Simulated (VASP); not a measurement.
Here is a VASP 6.6.1 calculation.

The input INCAR:

```
ALGO = Normal
EDIFF = 1E-6
ENCUT = 600
GGA = PE
GGA_COMPAT = F
ISIF = 2
ISMEAR = 0
LASPH = T
LCHARG = F
LREAL = F
LWAVE = F
NBANDS = 31
NELM = 120
PREC = Accurate
SIGMA = 0.1
```

Contents of KPOINTS:

```
k-points
0
Gamma
  4 4 4
```

Contents of POSCAR:

```
PbO5
1.0
    0.0000000000      3.4004540500      3.4004540500
    3.4004540500      0.0000000000      3.4004540500
    3.4004540500      3.4004540500      0.0000000000
Pb O
1 5
Direct
    0.7500000000      0.7500000000      0.7500000000
    0.2500000000      0.2500000000      0.2500000000
    0.3917809800      0.3917809800      0.3917809800
    0.3917809800      0.3917809800      0.8246570500
    0.3917809800      0.8246570500      0.3917809800
    0.8246570500      0.3917809800      0.3917809800
```

Potentials or basis: VASP PAW PBE potentials, release 64 (Pb_d, O).

Run with:

```bash
$ cat potpaw_PBE.64/Pb_d/POTCAR potpaw_PBE.64/O/POTCAR > POTCAR
$ mpirun -np 1 vasp_std > vasp.out
```

Question: Predict the largest force.

Answer: 2.651 eV/Å.

Question: What does it give for the pressure?

Answer: 5.0 GPa.

Forces on the atoms (eV/Å):
```
Pb   0.000  0.000  0.000
O    0.000  0.000  0.000
O   -1.531 -1.531 -1.531
O    1.531  1.531 -1.531
O    1.531 -1.531  1.531
O   -1.531  1.531  1.531
```

Caveat: the k points lie up to 0.40 Å⁻¹ apart; forces of over 1 eV/Å act on the atoms, so gaps and moduli don't describe the material at rest.
